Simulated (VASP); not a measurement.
Input of a VASP 6.6.1 run:

The input INCAR:

```
SYSTEM = Cd6Te
  PREC = Accurate
  ENCUT = 520
  EDIFF = 1E-6
  ISMEAR = 0
  SIGMA = 0.1
  LREAL = .False.
  LASPH = .True.
  NELM = 100
  ALGO = Fast
  ISIF = 2
  LWAVE = .False.
  LCHARG = .False.
  GGA = PE
  NBANDS = 48
```

KPOINTS

```
regular mesh
0
Gamma
  6 6 4
  0 0 0
```

POSCAR

```
Cd6Te
1.0
    5.3278335101      0.0000000000      0.0000000000
   -2.6639167550      4.6140391669      0.0000000000
    0.0000000000      0.0000000000      7.7859533378
Cd Te
6 1
Direct
    0.6518813817      0.6518813817      0.3196181303
    0.3481186183      0.0000000000      0.3196181303
    0.0000000000      0.6518813817      0.6803818697
    0.0000000000      0.3481186183      0.3196181303
    0.6518813817      0.0000000000      0.6803818697
    0.3481186183      0.3481186183      0.6803818697
    0.0000000000      0.0000000000      0.0000000000
```

Potentials or basis: VASP PAW PBE potentials, release 64 (Cd, Te).

Run with:

```sh
$ cat potpaw_PBE.64/Cd/POTCAR potpaw_PBE.64/Te/POTCAR > POTCAR
$ mpirun -np 1 vasp_std > vasp.out
```

(1) Predict the largest force.

(2) Predict the pressure.

Results:

(1) 0.004 eV/Å.

(2) 0.2 GPa.
